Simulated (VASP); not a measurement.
A run of VASP 6.6.1 is set up as follows.

File INCAR:

```
SYSTEM = SrO
  ALGO = Normal
  EDIFF = 1E-6
  ENCUT = 520
  GGA = CA
  ISIF = 2
  ISMEAR = -1
  LASPH = .True.
  LCHARG = .False.
  LREAL = .False.
  LWAVE = .False.
  NBANDS = 15
  NELM = 80
  PREC = Accurate
  SIGMA = 0.02
```

KPOINTS

```
k-points
0
Gamma
  10 10 10
  0 0 0
```

POSCAR

```
SrO
1.0
    0.0000000000      2.5323393648      2.5323393648
    2.5323393648      0.0000000000      2.5323393648
    2.5323393648      2.5323393648      0.0000000000
Sr O
1 1
Direct
    0.5000000000      0.5000000000      0.5000000000
    0.0000000000      0.0000000000      0.0000000000
```

Potentials or basis: VASP PAW LDA potentials, release 64 (Sr_sv, O).

The run is started by

```bash
$ cat potpaw_LDA.64/Sr_sv/POTCAR potpaw_LDA.64/O/POTCAR > POTCAR
$ mpirun -np 1 vasp_std > vasp.out
```

Q: Predict the pressure.

A: 0.8 GPa.

Q: Estimate the band gap on the k mesh.

A: 3.06 eV (least direct gap 3.11 eV).

A k mesh can miss the band edges.
